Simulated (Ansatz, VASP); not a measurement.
**One calculation of Sn, two programs**

The input INCAR:

```
PREC = Accurate
ENCUT = 520
EDIFF = 1E-8
ISMEAR = -1
SIGMA = 0.05
LREAL = False
LASPH = True
NELM = 60
ALGO = Normal
ISIF = 2
LWAVE = False
LCHARG = False
GGA = CA
LEFG = True
NBANDS = 21
```

File KPOINTS:

```
Automatic mesh
0
Gamma
  15 15 15
```

POSCAR

```
Sn
1.0
   -2.8563261551      2.8563261551      1.5581786438
    2.8563261551     -2.8563261551      1.5581786438
    2.8563261551      2.8563261551     -1.5581786438
Sn
2
Direct
    0.0000000000      0.0000000000      0.0000000000
    0.7500000000      0.2500000000      0.5000000000
```

Input for Ansatz:

```yaml
crystal:
  lattice:
    - [-2.8563261551, 2.8563261551, 1.5581786438]
    - [2.8563261551, -2.8563261551, 1.5581786438]
    - [2.8563261551, 2.8563261551, -1.5581786438]
  atoms:
    - { symbol: Sn, position: [0.0, 0.0, 0.0] }
    - { symbol: Sn, position: [0.75, 0.25, 0.5] }
kpoints:
  mp_grid: { grid: [15, 15, 15] }
scf:
  occupations: { method: fermi_dirac, width: 0.05 }
hamiltonian:
  xc: lda
  pseudopotentials: { kind: paw }
output:
  forces: true
  stress: true
  eigenvalues: true
  efg: { contact_densities: true }
```

Change from the starting cell: volume scaled by 0.94, PAW files.

Alike in both runs: task electric field gradients; functional LDA; k mesh 15 × 15 × 15; occupations fermi-dirac, width 0.05 eV; no spin polarisation.

|  | VASP | Ansatz |
| --- | --- | --- |
| version | VASP 6.6.1 | Ansatz 0.2.0 |
| potentials or method | VASP PAW LDA potentials, release 64 (Sn_d) | PAW with Ansatz's default frozen-core files, scalar-relativistic |
| plane-wave cutoff (eV) | 520 | 420 |
| valence electrons in the cell | 28 | 28 |

```csv
,VASP,Ansatz,Ansatz less VASP
pressure (GPa),1.9,1.9,-0.03
"traceless stress, the component that is largest in VASP (GPa)",-0.74,-0.76,-0.017
size of Vzz on the site where it differs most (V/Å²),47.7,47.6,-0.08
```

LDA's correlation is that of Perdew and Zunger in VASP and of Perdew and Wang (1992) in Ansatz.
